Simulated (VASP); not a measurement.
Here is a VASP 6.6.1 calculation.

The input INCAR:

```
PREC = Accurate ; ENCUT = 600
EDIFF = 1E-7 ; ISMEAR = -1
SIGMA = 0.05 ; LREAL = F
LASPH = T ; NELM = 80
ALGO = Normal ; ISIF = 3
LWAVE = F ; LCHARG = F
IBRION = 2 ; NSW = 60
EDIFFG = -0.005 ; PSTRESS = 250.0
```

File KPOINTS:

```
regular mesh
0
Gamma
  16 16 15
```

Contents of POSCAR:

```
Ge
1.0
    2.6420693014      0.0000000000      0.0000000000
   -1.3210346507      2.2880991335      0.0000000000
    0.0000000000      0.0000000000      2.4835451433
Ge
1
Direct
    0.0000000000      0.0000000000      0.0000000000
```

Potentials or basis: VASP PAW LDA potentials, release 64 (Ge_d).

Command:

```sh
$ cat potpaw_LDA.64/Ge_d/POTCAR > POTCAR
$ mpirun -np 1 vasp_std > vasp.out
```

Q: What does it give for the relaxed volume?

A: 14.80 Å³/atom.

Q: Estimate the relaxed cell.

A: a = 2.637 Å, b = 2.637 Å, c = 2.457 Å, α = 90.00°, β = 90.00°, γ = 120.00°.

Q: Estimate the band gap on the k mesh.

A: Zero (band 7 reaches 17.66 eV, above the bottom of band 8 at 5.35 eV).

Final structure:
```
CELL_PARAMETERS angstrom
2.63712 0.00000 0.00000
-1.31856 2.28381 0.00000
0.00000 0.00000 2.45674
ATOMIC_POSITIONS crystal
Ge 0.00000 0.00000 0.00000
```

Caveat: the cell is relaxed towards a set pressure, so the enthalpy falls and the energy may rise.
